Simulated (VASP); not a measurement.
Here is a VASP 6.6.1 calculation.

File INCAR:

```
SYSTEM = LaZn
PREC = Accurate ; ENCUT = 520
EDIFF = 1E-8 ; ISMEAR = -1
SIGMA = 0.05 ; LREAL = .FALSE.
LASPH = .TRUE. ; NELM = 80
ALGO = Normal ; ISIF = 2
LWAVE = .FALSE. ; LCHARG = .FALSE.
LEFG = .TRUE. ; NBANDS = 18
```

KPOINTS

```
Automatic mesh
0
G
  9 9 9
  0 0 0
```

File POSCAR:

```
LaZn
1.0
    3.8235480841      0.0000000000      0.0000000000
    0.0000000000      3.8235480841      0.0000000000
    0.0000000000      0.0000000000      3.8235480841
La Zn
1 1
Direct
    0.5000000000      0.5000000000      0.5000000000
    0.0000000000      0.0000000000      0.0000000000
```

Potentials or basis: VASP PAW LDA potentials, release 64 (La, Zn).

Launch:

```console
$ cat potpaw_LDA.64/La/POTCAR potpaw_LDA.64/Zn/POTCAR > POTCAR
$ mpirun -np 1 vasp_std > vasp.out
```

Problem. Predict the band gap on the k mesh.

Solution. Zero (an odd number of electrons rules out a gap without spin polarisation).

Problem. What does it give for the pressure?

Solution. -6.1 GPa.

Caveat: the cell stands under tension; spin-orbit coupling is left out, which moves the levels of the heavy elements.
